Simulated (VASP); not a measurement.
Write the native input for VASP 6.6.1 that does the following.

```
Task                   : single point
Functional             : LDA
Potentials or basis    : VASP PAW LDA potentials, release 64 (Ti_sv, W_sv)
Cutoff                 : 520 eV
k mesh                 : 9 × 9 × 5
Occupations            : methfessel-paxton, width 0.1 eV
Spin                   : no spin polarisation
Dipole correction      : no
Further INCAR settings : ALGO = Normal; EDIFF = 1e-06; NBANDS = 20
```

The structure of TiW lies in POSCAR:

```
TiW
1.0
    1.5537042610     -2.2517400505      0.0000000000
    1.5537042610      2.2517400505      0.0000000000
    0.0000000000      0.0000000000      4.3493703411
Ti W
1 1
Direct
    0.0000000000      0.0000000000      0.0000000000
    0.5000000000      0.5000000000      0.5000000000
```

One way to write it, as run:

INCAR

```
SYSTEM = TiW
  PREC = Accurate
  ENCUT = 520
  EDIFF = 1E-6
  ISMEAR = 1
  SIGMA = 0.1
  LREAL = .FALSE.
  LASPH = .TRUE.
  NELM = 100
  ALGO = Normal
  ISIF = 2
  LWAVE = .FALSE.
  LCHARG = .FALSE.
  NBANDS = 20
```

KPOINTS

```
regular mesh
0
G
  9 9 5
  0 0 0
```

Potentials or basis: VASP PAW LDA potentials, release 64 (Ti_sv, W_sv).

The run is started by

```sh
$ cat potpaw_LDA.64/Ti_sv/POTCAR potpaw_LDA.64/W_sv/POTCAR > POTCAR
$ mpirun -np 1 vasp_std > vasp.out
```

It gave:

The pressure is 0.7 GPa. The band gap on the k mesh is zero (band 13 reaches 11.44 eV, above the bottom of band 14 at 9.59 eV).

Caveat: spin-orbit coupling is left out, which moves the levels of the heavy elements.

Wall time 31 s on 1 thread of Intel(R) Xeon(R) Platinum 8488C (Sapphire Rapids), on a shared host, peak memory 0.16 GiB.
